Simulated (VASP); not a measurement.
# ZnCd2Te3 (P6/mmm) in VASP: notebook

ZnCd2Te3 is run at these levels: PBE; tasks: single point.

Everything below comes from runs of VASP 6.6.1. Logs are shortened: lines on timing, memory, paths and dates and some standing lists are left out, and cuts for length are marked.

## (1) The cell of the first run

It takes space group P6/mmm (No. 191, hexagonal). The conventional cell has a = 5.496 Å, b = 5.496 Å, c = 6.335 Å, α = 90.00°, β = 90.00°, γ = 120.00°. Zn (site symmetry 6/mmm) has 2 Te at 3.17 Å and 6 Cd at 3.17 Å within 4.2 Å. Within 4.2 Å of Cd (site symmetry -6m2) lie 2 Te at 3.17 Å and 3 Cd at 3.17 Å and 3 Zn at 3.17 Å. Within 4.2 Å of Te (site symmetry 6/mmm) lie 2 Zn at 3.17 Å and 6 Te at 3.17 Å. Te (site symmetry -6m2) has 2 Cd at 3.17 Å and 6 Te at 3.17 Å within 4.2 Å.

## (2) Single point, PBE

INCAR reads:

```
SYSTEM = ZnCd2Te3
PREC = Accurate
ENCUT = 520
EDIFF = 1E-6
ISMEAR = 0
SIGMA = 0.1
LREAL = .FALSE.
LASPH = .TRUE.
NELM = 60
ALGO = Normal
ISIF = 2
LWAVE = .FALSE.
LCHARG = .FALSE.
GGA = PE
NBANDS = 36
```

KPOINTS reads:

```
regular mesh
0
G
  12 12 6
  0 0 0
```

POSCAR reads:

```
ZnCd2Te3
1.0
    5.4960811227      0.0000000000      0.0000000000
   -2.7480405614      4.7597458735      0.0000000000
    0.0000000000      0.0000000000      6.3350472973
Zn Cd Te
1 2 3
Direct
    0.0000000000      0.0000000000      0.5000000000
    0.3333333333      0.6666666667      0.5000000000
    0.6666666667      0.3333333333      0.5000000000
    0.0000000000      0.0000000000      0.0000000000
    0.3333333333      0.6666666667      0.0000000000
    0.6666666667      0.3333333333      0.0000000000
```

Potentials or basis: VASP PAW PBE potentials, release 64 (Zn, Cd, Te).

Started as:

```
cat potpaw_PBE.64/Zn/POTCAR potpaw_PBE.64/Cd/POTCAR potpaw_PBE.64/Te/POTCAR > POTCAR
mpirun -np 1 vasp_std > vasp.out
```

OUTCAR:

```text
SYSTEM = ZnCd2Te3
   PREC = Accurate
   ENCUT = 520
   EDIFF = 1E-6
   ISMEAR = 0
   LREAL = .FALSE.
   LASPH = .TRUE.
   NELM = 60
   ISIF = 2
   GGA = PE

 ion  position               nearest neighbor table
   1  0.000  0.000  0.500-   4 3.17   4 3.17   2 3.17   3 3.17   3 3.17   2 3.17   3 3.17   2 3.17

   2  0.333  0.667  0.500-   5 3.17   5 3.17   3 3.17   3 3.17   1 3.17   1 3.17   1 3.17   3 3.17

   3  0.667  0.333  0.500-   6 3.17   6 3.17   2 3.17   2 3.17   1 3.17   1 3.17   1 3.17   2 3.17

   4  0.000  0.000  0.000-   1 3.17   1 3.17   6 3.17   5 3.17   6 3.17   5 3.17   6 3.17   5 3.17

   5  0.333  0.667  0.000-   2 3.17   2 3.17   6 3.17   6 3.17   4 3.17   4 3.17   4 3.17   6 3.17

   6  0.667  0.333  0.000-   3 3.17   3 3.17   5 3.17   5 3.17   4 3.17   4 3.17   4 3.17   5 3.17

  LATTYP: Found a hexagonal cell.
 ALAT       =     5.4960811227
 C/A-ratio  =     1.1526480698

  Lattice vectors:

 A1 = (   5.4960811227,   0.0000000000,   0.0000000000)
 A2 = (  -2.7480405614,   4.7597458735,   0.0000000000)
 A3 = (   0.0000000000,   0.0000000000,   6.3350472973)

Analysis of symmetry for initial positions (statically):
=====================================================================
 Subroutine PRICEL returns:
 Original cell was already a primitive cell.

 Routine SETGRP: Setting up the symmetry group for a
 hexagonal supercell.

 Subroutine GETGRP returns: Found 24 space group operations
 (whereof 24 operations were pure point group operations)
 out of a pool of 24 trial point group operations.

The static configuration has the point symmetry D_6h.

Analysis of symmetry for dynamics (positions and initial velocities):
=====================================================================
 Subroutine PRICEL returns:
 Original cell was already a primitive cell.

 Routine SETGRP: Setting up the symmetry group for a
 hexagonal supercell.

 Subroutine GETGRP returns: Found 24 space group operations
 (whereof 24 operations were pure point group operations)
 out of a pool of 24 trial point group operations.

The dynamic configuration has the point symmetry D_6h.

 Subroutine INISYM returns: Found 24 space group operations
 (whereof 24 operations are pure point group operations),
 and found     1 'primitive' translations

[... 103 lines left out ...]
   LREAL  =      F    real-space projection
   EDIFFG = 0.1E-04   stopping-criterion for IOM
   NSW    =      0    number of steps for IOM
   IBRION =     -1    ionic relax: 0-MD 1-quasi-New 2-CG
   NFREE  =      0    steps in history (QN), initial steepest desc. (CG)
   ISIF   =      2    stress and relaxation
   ISYM   =      2    0-nonsym 1-usesym 2-fastsym
   POTIM  = 0.5000    time-step for ionic-motion
   TEBEG  =    0.0;   TEEND  =   0.0 temperature during run
   PSTRESS=    0.0 pullay stress
   NELECT =      54.0000    total number of electrons
   NUPDOWN=      -1.0000    fix difference up-down
   EMIN   =  10.00;   EMAX   =-10.00  energy-range for DOS
   EFERMI =   0.00;   METHOD = LEGACY
   ISMEAR =     0;   SIGMA  =   0.10  broadening in eV -4-tet -1-fermi 0-gaus
   EFERMI_NEDOS =   21; number of points for ismear=-14 and -15
   IALGO  =     38    algorithm
   IMIX   =      4    mixing-type and parameters
     AMIX     =   0.40;   BMIX     =  1.00
     AMIX_MAG =   1.60;   BMIX_MAG =  1.00
  volume/ion in A,a.u.               =      27.62       186.39
  Fermi-wavevector in a.u.,A,eV,Ry     =   1.126533  2.128838 17.266828  1.269076
  Thomas-Fermi vector in A             =   2.263215
   LORBIT       =      0    0 simple, 1 ext, 2 COOP (PROOUT), +10 PAW based schemes
   GGA     = PE    functional components
   LHFCALC =     F    Hartree Fock is set to
   AEXX    =    0.0000 exact exchange contribution
   IVDW    =     0    specifies the selected vdW correction
   LEPSILON=     F    determine dielectric tensor
   LRPA    =     F    only Hartree local field effects (RPA)
 non-spin polarized calculation
 Gauss-broadening in eV      SIGMA  =   0.10
  energy-cutoff  :      520.00
  volume of cell :      165.72
 maximum number of plane-waves:      4517
 NGX is ok and might be reduce to    42
   NGX = 21   NGY = 21   NGZ = 23

 number of electron      53.9999994 magnetization

 Free energy of the ion-electron system (eV)
  ---------------------------------------------------
  ext. energy  EPLUGINS =         0.00000000
  ---------------------------------------------------
  free energy    TOTEN  =       -11.16120456 eV

  energy without entropy =      -11.14897448  energy(sigma->0) =      -11.15508952

 E-fermi :   4.5619     XC(G=0):  -9.7557

 val. band max:        4.5585064012   @ k =   0.4167   0.0833   0.5000
 cond. band min:       4.5646631055   @ k =   0.2500   0.0000   0.5000
 fundamental gap:      0.0061567043
 Fermi energy:         4.5618826140

 k-point     1 :       0.0000    0.0000    0.0000
  band No.  band energies     occupation
      1      -9.1588      2.00000
      2      -5.4175      2.00000
      3      -5.2700      2.00000
      4      -4.0430      2.00000
      5      -3.9625      2.00000
      6      -3.9625      2.00000
[... 925 lines left out ...]
     35       9.9156      0.00000
     36      10.5880      0.00000

 [... further k-points ...]

------------------------ aborting loop because EDIFF is reached ----------------------------------------

  FORCE on cell =-STRESS in cart. coord.  units (eV):
  Direction    XX          YY          ZZ          XY          YZ          ZX
  --------------------------------------------------------------------------------------
  -------------------------------------------------------------------------------------
  Total       -0.0121467     -0.0121467      0.0654128      0.0000000     -0.0000000      0.0000000
  in kB       -0.1174311     -0.1174311      0.6323922      0.0000000     -0.0000000      0.0000000
  external PRESSURE =       0.1325100 kB  Pullay stress =       0.0000000 kB

 VOLUME and BASIS-vectors are now :
 -----------------------------------------------------------------------------
  energy-cutoff  :      520.00
  volume of cell :      165.72
      direct lattice vectors                 reciprocal lattice vectors
     5.496081123  0.000000000  0.000000000     0.181947824  0.105047625  0.000000000
    -2.748040561  4.759745874  0.000000000     0.000000000  0.210095250  0.000000000
     0.000000000  0.000000000  6.335047297     0.000000000  0.000000000  0.157852018

 POSITION                                       TOTAL-FORCE (eV/Angst)
 -----------------------------------------------------------------------------------
      0.00000      0.00000      3.16752         0.000000      0.000000      0.000000
     -0.00000      3.17316      3.16752        -0.000000      0.000000      0.000000
      2.74804      1.58658      3.16752         0.000000      0.000000      0.000000
      0.00000      0.00000      0.00000         0.000000      0.000000      0.000000
     -0.00000      3.17316      0.00000        -0.000000      0.000000     -0.000000
      2.74804      1.58658      0.00000         0.000000      0.000000      0.000000
 -----------------------------------------------------------------------------------
    total drift:                                0.000000      0.000000      0.000000

  FREE ENERGIE OF THE ION-ELECTRON SYSTEM (eV)
  ---------------------------------------------------
  free  energy   TOTEN  =       -11.1612045570 eV

  energy  without entropy=      -11.1489744833  energy(sigma->0) =      -11.15508952
```

Run time: 2.6 min. Hardware: 1 thread of AMD EPYC 9R45 (Zen 5), shared host; peak memory 0.55 GiB.

What came out:

```yaml
Free_energy: -11.1612 eV
Pressure: 0.0 GPa
Band_gap_on_the_k_mesh: zero (band 27 reaches 6.25 eV, above the bottom of band 28 at 3.44 eV)
```

Caveat: spin-orbit coupling is left out, which moves the levels of the heavy elements.

## (3) Single point, PBE

This run uses another cell than the first one, of 27.80 Å³/atom, 1.007 times its volume.

INCAR reads:

```
ALGO = Normal
EDIFF = 1E-6
ENCUT = 520
GGA = PE
ISIF = 2
ISMEAR = 0
LASPH = True
LCHARG = True
LELF = True
LREAL = False
LVHAR = True
LWAVE = False
NBANDS = 36
NELM = 80
PREC = Accurate
SIGMA = 0.1
```

KPOINTS reads:

```
k-points
0
Gamma
  6 6 4
```

Edit POSCAR of step 2 so:

```diff
@@ -2,5 +2,5 @@
 1.0
-    5.4960811227      0.0000000000      0.0000000000
-   -2.7480405614      4.7597458735      0.0000000000
-    0.0000000000      0.0000000000      6.3350472973
+    5.4286616199      0.0000000000      0.0000000000
+   -2.7143308100      4.7013588714      0.0000000000
+    0.0000000000      0.0000000000      6.5362357085
 Zn Cd Te
```

Potentials or basis: VASP PAW PBE potentials, release 64 (Zn, Cd, Te).

Started as:

```
cat potpaw_PBE.64/Zn/POTCAR potpaw_PBE.64/Cd/POTCAR potpaw_PBE.64/Te/POTCAR > POTCAR
mpirun -np 1 vasp_std > vasp.out
```

It took 43 s on 1 thread of Intel Xeon 6975P-C (Granite Rapids), shared host; peak memory 0.34 GiB.

The run converged. Its results:

```yaml
Free_energy: -11.1144 eV
Pressure: 0.0 GPa
Band_gap_on_the_k_mesh: zero (band 27 reaches 6.21 eV, above the bottom of band 28 at 3.42 eV)
```

Stress tensor (GPa, compression positive):
```
 0.12  0.00  0.00
 0.00  0.12  0.00
 0.00  0.00 -0.26
```

Levels at points of the mesh, in eV from the Fermi level:
| k point | band 24 | band 25 | band 26 | band 27 | band 28 | band 29 | band 30 | band 31 |
| --- | --- | --- | --- | --- | --- | --- | --- | --- |
| (0.00, 0.00, 0.00) | -4.64 | -1.27 | -1.18 | 0.77 | 1.62 | 2.24 | 2.24 | 2.25 |
| (0.50, 0.00, 0.00) | -2.07 | -2.04 | -1.86 | -0.05 | -0.01 | 0.18 | 0.20 | 0.92 |
| (0.00, 0.00, 0.50) | -2.13 | -1.68 | -1.53 | 0.39 | 1.63 | 1.63 | 1.67 | 1.67 |
| (0.50, 0.00, 0.50) | -2.03 | -0.84 | -0.64 | -0.55 | 0.21 | 0.22 | 0.95 | 2.03 |

Caveat: spin-orbit coupling is left out, which moves the levels of the heavy elements.

## (4) Single point, PBE

This run uses another cell than the first one, of 27.82 Å³/atom, 1.007 times its volume.

INCAR reads:

```
SYSTEM = ZnCd2Te3
PREC     = Accurate       ! precision mode
ENCUT    = 520            ! plane-wave cutoff, eV
EDIFF    = 1E-6           ! SCF threshold, eV
ISMEAR   = 0              ! smearing method
SIGMA    = 0.1            ! smearing width, eV
LREAL    = .False.        ! projectors in reciprocal space
LASPH    = .True.         ! aspherical terms in the spheres
NELM     = 80             ! most SCF steps
ALGO     = Normal         ! electronic algorithm
ISIF     = 2              ! what is computed and relaxed
LWAVE    = .False.        ! write WAVECAR
LCHARG   = .False.        ! write CHGCAR
GGA      = PE             ! functional
NBANDS   = 36             ! bands
```

KPOINTS reads:

```
Automatic mesh
0
Gamma
  6 6 2
  0 0 0
```

POSCAR reads:

```
ZnCd2Te3
1.0
    4.4698589900      0.0000000000      0.0000000000
   -2.2349295000      3.8710114400      0.0000000000
    0.0000000000      0.0000000000      9.6483004100
Zn Cd Te
1 2 3
Direct
    0.0000000000      0.0000000000      0.5000000000
    0.3333333300      0.6666666700      0.5000000000
    0.6666666700      0.3333333300      0.5000000000
    0.0000000000      0.0000000000      0.0000000000
    0.3333333300      0.6666666700      0.0000000000
    0.6666666700      0.3333333300      0.0000000000
```

Potentials or basis: VASP PAW PBE potentials, release 64 (Zn, Cd, Te).

Started as:

```
cat potpaw_PBE.64/Zn/POTCAR potpaw_PBE.64/Cd/POTCAR potpaw_PBE.64/Te/POTCAR > POTCAR
mpirun -np 1 vasp_std > vasp.out
```

OUTCAR:

```text
SYSTEM = ZnCd2Te3
   PREC = Accurate
   ENCUT = 520
   EDIFF = 1E-6
   ISMEAR = 0
   LREAL = .False.
   LASPH = .True.
   NELM = 80
   ISIF = 2
   GGA = PE

 ion  position               nearest neighbor table
   1  0.000  0.000  0.500-   2 2.58   3 2.58   3 2.58   2 2.58   3 2.58   2 2.58
   2  0.333  0.667  0.500-   3 2.58   1 2.58   3 2.58   1 2.58   1 2.58   3 2.58
   3  0.667  0.333  0.500-   2 2.58   1 2.58   2 2.58   1 2.58   1 2.58   2 2.58
   4  0.000  0.000  0.000-   5 2.58   6 2.58   6 2.58   5 2.58   6 2.58   5 2.58
   5  0.333  0.667  0.000-   6 2.58   4 2.58   6 2.58   4 2.58   4 2.58   6 2.58
   6  0.667  0.333  0.000-   5 2.58   4 2.58   5 2.58   4 2.58   4 2.58   5 2.58

  LATTYP: Found a hexagonal cell.
 ALAT       =     4.4698589900
 C/A-ratio  =     2.1585245601

  Lattice vectors:

 A1 = (   4.4698589900,   0.0000000000,   0.0000000000)
 A2 = (  -2.2349295000,   3.8710114400,   0.0000000000)
 A3 = (   0.0000000000,   0.0000000000,   9.6483004100)

Analysis of symmetry for initial positions (statically):
=====================================================================
 Subroutine PRICEL returns:
 Original cell was already a primitive cell.

 Routine SETGRP: Setting up the symmetry group for a
 hexagonal supercell.

 Subroutine GETGRP returns: Found 24 space group operations
 (whereof 24 operations were pure point group operations)
 out of a pool of 24 trial point group operations.

The static configuration has the point symmetry D_6h.

Analysis of symmetry for dynamics (positions and initial velocities):
=====================================================================
 Subroutine PRICEL returns:
 Original cell was already a primitive cell.

 Routine SETGRP: Setting up the symmetry group for a
 hexagonal supercell.

 Subroutine GETGRP returns: Found 24 space group operations
 (whereof 24 operations were pure point group operations)
 out of a pool of 24 trial point group operations.

The dynamic configuration has the point symmetry D_6h.

[... 118 lines left out ...]
  Thomas-Fermi vector in A             =   2.260453
   LORBIT       =      0    0 simple, 1 ext, 2 COOP (PROOUT), +10 PAW based schemes
   GGA     = PE    functional components
   LHFCALC =     F    Hartree Fock is set to
   AEXX    =    0.0000 exact exchange contribution
   IVDW    =     0    specifies the selected vdW correction
   LEPSILON=     F    determine dielectric tensor
   LRPA    =     F    only Hartree local field effects (RPA)
 non-spin polarized calculation
 Gauss-broadening in eV      SIGMA  =   0.10
  energy-cutoff  :      520.00
  volume of cell :      166.94
 maximum number of plane-waves:      4530
 NGX is ok and might be reduce to    36
   NGX = 17   NGY = 17   NGZ = 35

 number of electron      53.9999986 magnetization

 Free energy of the ion-electron system (eV)
  ---------------------------------------------------
  ext. energy  EPLUGINS =         0.00000000
  ---------------------------------------------------
  free energy    TOTEN  =        -0.24013717 eV

  energy without entropy =       -0.20701610  energy(sigma->0) =       -0.22357664

 E-fermi :   4.6622     XC(G=0):  -9.0016

 val. band max:        4.6234665195   @ k =   0.3333   0.1667   0.0000
 cond. band min:       4.6748875818   @ k =   0.5000  -0.0000   0.5000
 fundamental gap:      0.0514210623
 Fermi energy:         4.6621682915

 k-point     1 :       0.0000    0.0000    0.0000
  band No.  band energies     occupation
      1     -14.0256      2.00000
      2      -5.9008      2.00000
      3      -4.8738      2.00000
      4      -4.8738      2.00000
      5      -4.7529      2.00000
      6      -4.7529      2.00000
[... 535 lines left out ...]
     35      11.1362      0.00000
     36      11.1362      0.00000

------------------------ aborting loop because EDIFF is reached ----------------------------------------

  FORCE on cell =-STRESS in cart. coord.  units (eV):
  Direction    XX          YY          ZZ          XY          YZ          ZX
  --------------------------------------------------------------------------------------
  -------------------------------------------------------------------------------------
  Total       63.8265480     63.8265481     -0.9866561     -0.0000001      0.0000000      0.0000000
  in kB      612.5518338    612.5518349     -9.4690691     -0.0000008      0.0000000      0.0000000
  external PRESSURE =     405.2115332 kB  Pullay stress =       0.0000000 kB

 VOLUME and BASIS-vectors are now :
 -----------------------------------------------------------------------------
  energy-cutoff  :      520.00
  volume of cell :      166.94
      direct lattice vectors                 reciprocal lattice vectors
     4.469858990  0.000000000  0.000000000     0.223720704  0.129165209  0.000000000
    -2.234929500  3.871011440  0.000000000     0.000000000  0.258330417  0.000000000
     0.000000000  0.000000000  9.648300410     0.000000000  0.000000000  0.103645197

 POSITION                                       TOTAL-FORCE (eV/Angst)
 -----------------------------------------------------------------------------------
      0.00000      0.00000      4.82415         0.000000     -0.000000      0.000000
     -0.00000      2.58067      4.82415        -0.000000      0.000000      0.000000
      2.23493      1.29034      4.82415         0.000000      0.000000     -0.000000
      0.00000      0.00000      0.00000         0.000000     -0.000000      0.000000
     -0.00000      2.58067      0.00000        -0.000000     -0.000000      0.000000
      2.23493      1.29034      0.00000         0.000000      0.000000      0.000000
 -----------------------------------------------------------------------------------
    total drift:                                0.000000      0.000000      0.000000

  FREE ENERGIE OF THE ION-ELECTRON SYSTEM (eV)
  ---------------------------------------------------
  free  energy   TOTEN  =        -0.2401371746 eV

  energy  without entropy=       -0.2070161020  energy(sigma->0) =       -0.22357664
```

It took 44 s on 1 thread of Intel Xeon 6975P-C (Granite Rapids), shared host; peak memory 0.33 GiB.

What came out:

| Property | Result |
| --- | --- |
| Free energy | -0.2401 eV |
| Pressure | 40.5 GPa |
| Band gap on the k mesh | zero (band 27 reaches 5.41 eV, above the bottom of band 28 at 3.52 eV) |

Stress tensor (GPa, compression positive):
```
61.26  0.00  0.00
 0.00 61.26  0.00
 0.00  0.00 -0.95
```

Levels at points of the mesh, in eV from the Fermi level:
```csv
k point,band 24,band 25,band 26,band 27,band 28,band 29,band 30,band 31
"(0.00, 0.00, 0.00)",-7.02,-1.24,0.74,0.75,1.79,3.54,3.54,3.57
"(0.50, 0.00, 0.00)",-0.95,-0.71,0.03,0.03,1.01,1.01,1.89,1.97
"(0.00, 0.00, 0.50)",-6.88,-1.56,0.74,0.75,3.16,3.52,3.52,3.55
"(0.50, 0.00, 0.50)",-0.95,-0.72,0.01,0.02,1.01,1.01,1.50,1.58
```

Caveat: spin-orbit coupling is left out, which moves the levels of the heavy elements.

## (5) The runs side by side

| cell | k mesh | gap on the mesh (eV) | pressure (GPa) |
| --- | --- | --- | --- |
| a = 5.496, b = 5.496, c = 6.335 Å, angles 90.0, 90.0, 120.0°, 6 atoms | 12 × 12 × 6 | none | 0.0 |
| a = 5.429, b = 5.429, c = 6.536 Å, angles 90.0, 90.0, 120.0°, 6 atoms | 6 × 6 × 4 | none | 0.0 |
| a = 4.470, b = 4.470, c = 9.648 Å, angles 90.0, 90.0, 120.0°, 6 atoms | 6 × 6 × 2 | none | 40.5 |

Alike in all rows: task single point; level PBE; potentials or basis VASP PAW PBE potentials, release 64 (Zn, Cd, Te); no spin polarisation; cutoff (eV) 520; smearing gaussian 0.1 eV.

Caveats: spin-orbit coupling is left out, which moves the levels of the heavy elements.

Total energies depend on the potentials used, so only differences within one code and one set of settings carry meaning.
